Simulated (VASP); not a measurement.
Wanted: the native input for a VASP 6.6.1 run.

```yaml
Task: single point
Functional: LDA
Potentials_or_basis: VASP PAW LDA potentials, release 64 (Al, P)
Cutoff: 500 eV
k_mesh: 8 × 8 × 8
Occupations: gaussian, width 0.02 eV
Spin: no spin polarisation
Dipole_correction: no
Further_INCAR_settings: ALGO = Normal; EDIFF = 1e-06; NBANDS = 11
```

The structure of AlP (l.bA) lies in POSCAR:

```
AlP
1.0
    0.0000000000      2.7168541462      2.7168541462
    2.7168541462      0.0000000000      2.7168541462
    2.7168541462      2.7168541462      0.0000000000
Al P
1 1
Direct
    0.0000000000      0.0000000000      0.0000000000
    0.2500000000      0.2500000000      0.2500000000
```

The input as run:

INCAR

```
  ALGO = Normal
  EDIFF = 1E-6
  ENCUT = 500
  GGA_COMPAT = False
  ISIF = 2
  ISMEAR = 0
  LASPH = True
  LCHARG = False
  LREAL = False
  LWAVE = False
  NBANDS = 11
  NELM = 120
  PREC = Accurate
  SIGMA = 0.02
```

KPOINTS

```
k-points
0
Gamma
  8 8 8
```

Potentials or basis: VASP PAW LDA potentials, release 64 (Al, P).

Command:

```console
$ cat potpaw_LDA.64/Al/POTCAR potpaw_LDA.64/P/POTCAR > POTCAR
$ mpirun -np 1 vasp_std > vasp.out
```

Results of the run:

```
Pressure               : 0.1 GPa
Band gap on the k mesh : 1.41 eV, indirect (least direct gap 3.24 eV)
```

It took 5.8 s on 1 thread of Intel(R) Xeon(R) 6975P-C (Granite Rapids), on a shared host, peak memory 0.13 GiB.
